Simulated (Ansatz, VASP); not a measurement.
InSe: VASP beside Ansatz

```
In Se
1.0
     4.05000    0.00000    0.00000
    -2.02500    3.50740    0.00000
     0.00000    0.00000   16.76070
In Se
4 4
Direct
  0.33333 0.66667 0.16667
  0.66667 0.33333 0.66667
  0.33333 0.66667 0.33333
  0.66667 0.33333 0.83333
  0.33333 0.66667 0.59060
  0.66667 0.33333 0.09060
  0.33333 0.66667 0.90940
  0.66667 0.33333 0.40940
```

Change from the starting cell: z stretched by -1 %, ions relaxed.

Alike in both runs: functional PBE; k mesh 13 × 13 × 3; occupations fermi-dirac, width 0.05 eV; no spin polarisation.

Ansatz relaxed the structure, and its values are those at the end. VASP's run is a single point on that final structure, the one shown.

|  | VASP | Ansatz |
| --- | --- | --- |
| version | VASP 6.6.1 | Ansatz 0.2.0 |
| potentials or method | VASP PAW PBE potentials, release 64 (In_d, Se) | plane-wave PAW, scalar-relativistic |
| plane-wave cutoff (eV) | 520 | 420 |
| valence electrons in the cell | 76 | 116 |

|  | VASP | Ansatz | Ansatz less VASP |
| --- | --- | --- | --- |
| pressure (GPa) | 1.5 | 1.5 | -0.03 |
| rms of the force components (eV/Å) | 0.008 | 0.004 | -0.0037 |

VASP's potentials hold 76 valence electrons a cell and Ansatz's 116, so a difference there can come from the potentials and not from the codes. Ansatz's warnings: stress scf threshold loose.
